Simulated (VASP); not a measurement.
B2AsH2:

```
B H As
1.0
     2.65788    0.00000    0.00000
    -1.32894    2.30179    0.00000
     0.00000    0.00000    9.44354
B H As
2 2 1
Direct
  0.66667 0.33333 0.44756
  0.33333 0.66667 0.55244
  0.66667 0.33333 0.32140
  0.33333 0.66667 0.67860
  0.00000 0.00000 0.00000
```

The cell was generated, and may not be a known phase.

| Quantity | Value |
| --- | --- |
| Program | VASP 6.6.1 |
| Task | relaxation of cell and atoms |
| Functional | PBE |
| Potentials or basis | VASP PAW PBE potentials, release 64 (B, H, As) |
| Cutoff | 600 eV |
| k mesh | 18 × 18 × 4 |
| Occupations | gaussian, width 0.1 eV |
| Spin | no spin polarisation |

At the start: pressure 0.3 GPa; volume 11.55 Å³/atom.

Question: How do energy, volume and symmetry change on relaxing?

Answer: Over 23 steps the energy falls by 4.0 meV/atom and the volume is 12.32 Å³/atom (+6.6 %); space group P-3m1 (No. 164, to 0.1 Å) before and after.

Step by step:
```
step  energy change (eV)  largest force (eV/Å)  pressure (GPa)  volume (Å³)
   1              0.0000                0.3730            0.29        57.77
   2             -0.0004                0.5577            0.16        57.95
   3             -0.0045                0.1026            0.21        57.86
   4             -0.0066                0.1594           -0.33        58.04
   5             -0.0069                0.0949           -0.20        58.00
   6             -0.0078                0.0817            0.04        57.92
   7             -0.0085                0.0589            0.48        57.79
   8             -0.0094                0.0420            0.48        57.94
   9             -0.0111                0.1862            0.44        58.41
  10             -0.0105                0.4874            0.44        59.34
  11             -0.0115                0.3074            0.44        58.78
  12             -0.0116                0.3047            0.44        58.81
  13             -0.0121                0.2967            0.41        58.90
  14             -0.0129                0.2811            0.36        59.08
  15             -0.0143                0.2500            0.23        59.44
  16             -0.0165                0.1902            0.02        60.16
  17             -0.0185                0.0740           -0.34        61.62
  18             -0.0186                0.0411           -0.43        62.04
  19             -0.0191                0.0030           -0.38        61.97
  20             -0.0195                0.1088           -0.24        61.81
  21             -0.0199                0.0638           -0.11        61.71
  22             -0.0200                0.0027            0.06        61.59
  23             -0.0201                0.0077            0.05        61.60
```

Final structure:
```cif
data_structure
_symmetry_space_group_name_H-M 'P 1'
_symmetry_Int_Tables_number 1
_cell_length_a 2.6479
_cell_length_b 2.6479
_cell_length_c 10.1444
_cell_angle_alpha 90.000
_cell_angle_beta 90.000
_cell_angle_gamma 120.000
_cell_volume 61.60
loop_
_atom_site_label
_atom_site_type_symbol
_atom_site_fract_x
_atom_site_fract_y
_atom_site_fract_z
_atom_site_occupancy
B1 B 0.66667 0.33333 0.44978 1
B2 B 0.33333 0.66667 0.55022 1
H1 H 0.66667 0.33333 0.33264 1
H2 H 0.33333 0.66667 0.66736 1
As1 As 0.00000 0.00000 0.00000 1
```

Caveat: this functional lacks dispersion, which binds layers or chains, so the pressure and a relaxed spacing across them are unreliable; an odd number of electrons without spin polarisation forces a metal; a magnetic or distorted state may lie lower.
